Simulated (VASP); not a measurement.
A run of VASP 6.6.1 is set up as follows.

File POSCAR:

```
C
1.0
    0.0000000000     -1.7578646901     -1.7578646901
   -1.7578646901      0.0000000000     -1.7578646901
    1.7578646901      1.7578646901     -3.5157293803
C
4
Direct
    0.7374556964      0.7661712329      0.7499999949
    0.2625443036      0.2338287671      0.2500000051
    0.3624556964      0.3911712329      0.8749999949
    0.8875443036      0.8588287671      0.3750000051
```

INCAR.step1

```
PREC     = Accurate       # precision mode
ENCUT    = 520            # plane-wave cutoff, eV
ISMEAR   = 0              # smearing method
SIGMA    = 0.05           # smearing width, eV
LREAL    = F              # projectors in reciprocal space
LASPH    = T              # aspherical terms in the spheres
NELM     = 100            # most SCF steps
NBANDS   = 16             # bands
GGA      = PE             # functional
ALGO     = Normal         # electronic algorithm
EDIFF    = 1E-4           # SCF threshold, eV
LWAVE    = T              # write WAVECAR
LCHARG   = F              # write CHGCAR
```

INCAR.step2

```
PREC     = Accurate       # precision mode
ENCUT    = 520            # plane-wave cutoff, eV
EDIFF    = 1E-7           # SCF threshold, eV
ISMEAR   = 0              # smearing method
SIGMA    = 0.05           # smearing width, eV
LREAL    = F              # projectors in reciprocal space
LASPH    = T              # aspherical terms in the spheres
NELM     = 100            # most SCF steps
ALGO     = Normal         # electronic algorithm
ISIF     = 2              # what is computed and relaxed
LWAVE    = F              # write WAVECAR
LCHARG   = F              # write CHGCAR
METAGGA  = R2SCAN         # meta-GGA
LMIXTAU  = T            
NBANDS   = 16             # bands
ISTART   = 1
```

KPOINTS

```
Automatic mesh
0
Gamma
  12 12 10
```

Potentials or basis: VASP PAW PBE potentials, release 64 (C).

Run with:

```console
$ cat potpaw_PBE.64/C/POTCAR > POTCAR
$ cp INCAR.step1 INCAR
$ mpirun -np 1 vasp_std > vasp.out
$ cp INCAR.step2 INCAR
$ mpirun -np 1 vasp_std > vasp.out
```

(1) Predict the pressure.

(2) Predict the largest force.

Answers

(1) 19.5 GPa.

(2) 0.517 eV/Å.

Caveat: the PAW data sets were made with another functional, which shifts forces and pressure a little.
